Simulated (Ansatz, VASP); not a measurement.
Co: VASP beside Ansatz

POSCAR

```
Co
1.0
    2.3269918538      0.0000000000      0.0000000000
    0.0000000000      2.3269918538      0.0000000000
    0.0000000000      0.0000000000      2.3269918538
Co
1
Direct
    0.0000000000      0.0000000000      0.0000000000
```

File INCAR.step1:

```
ALGO = Normal ; EDIFF = 1E-5
ENCUT = 520 ; GGA = PE
ISIF = 2 ; ISMEAR = -1
ISPIN = 2 ; LASPH = True
LCHARG = False ; LMAXMIX = 4
LORBIT = 11 ; LREAL = False
LWAVE = True ; MAGMOM = 2.085
NBANDS = 14 ; NELM = 150
PREC = Accurate ; SIGMA = 0.1
```

INCAR.step2

```
AEXX = 0.25 ; ALGO = Normal
EDIFF = 1E-6 ; ENCUT = 520
ISIF = 2 ; ISMEAR = -1
ISPIN = 2 ; ISTART = 1
LASPH = True ; LCHARG = False
LHFCALC = True ; LMAXMIX = 4
LMIXTAU = True ; LORBIT = 11
LREAL = False ; LWAVE = False
MAGMOM = 2.085 ; METAGGA = R2SCAN
NBANDS = 14 ; NELM = 150
PREC = Accurate ; PRECFOCK = Normal
SIGMA = 0.1
```

File KPOINTS:

```
k-points
0
Gamma
  7 7 7
```

Input for Ansatz:

```yaml
crystal:
  lattice:
    - [2.3269918538, 0.0, 0.0]
    - [0.0, 2.3269918538, 0.0]
    - [0.0, 0.0, 2.3269918538]
  atoms:
    - { symbol: Co, position: [0.0, 0.0, 0.0], spin: 2.085 }
hamiltonian:
  xc: r2scan0
  pseudopotentials:
    kind: paw
    azcp:
      Co: "pseudopotentials/Co.paw.azcp"
basis:
  ecutwfc: 500
  fft_grid_basis: typed
kpoints:
  mp_grid: { grid: [7, 7, 7], shift: [0, 0, 0] }
magnetization:
  spin_polarized: true
scf:
  occupations: { method: fermi_dirac, width: 0.1 }
```

Alike in both runs: task single point; functional r2SCAN0; k mesh 7 × 7 × 7; occupations fermi-dirac, width 0.1 eV; collinear spin.

|  | VASP | Ansatz |
| --- | --- | --- |
| version | VASP 6.6.1 | Ansatz 0.2.0 |
| potentials or method | VASP PAW PBE potentials, release 64 (Co), cutoff 520 eV | plane waves (500 eV) with PAW, scalar-relativistic |
| valence electrons in the cell | 9 | 17 |

|  | VASP | Ansatz | Ansatz less VASP |
| --- | --- | --- | --- |
| net moment per atom (μB) | 2.25 | 2.46 | +0.210 |
| size of the moment on the site where the two differ most (μB) | 2.29 | 2.43 | +0.142 |

The net moments are unlike, so the other rows may belong to different states. VASP's potentials were made for PBE, not for r2SCAN0. Site moments also hang on the region over which each program counts them. VASP's potentials hold 9 valence electrons a cell and Ansatz's 17, so a difference there can come from the potentials and not from the codes. Ansatz's warnings: filled band counts differ across k points, stability check not made.

The k mesh is coarse, so the values compare programs but aren't converged.
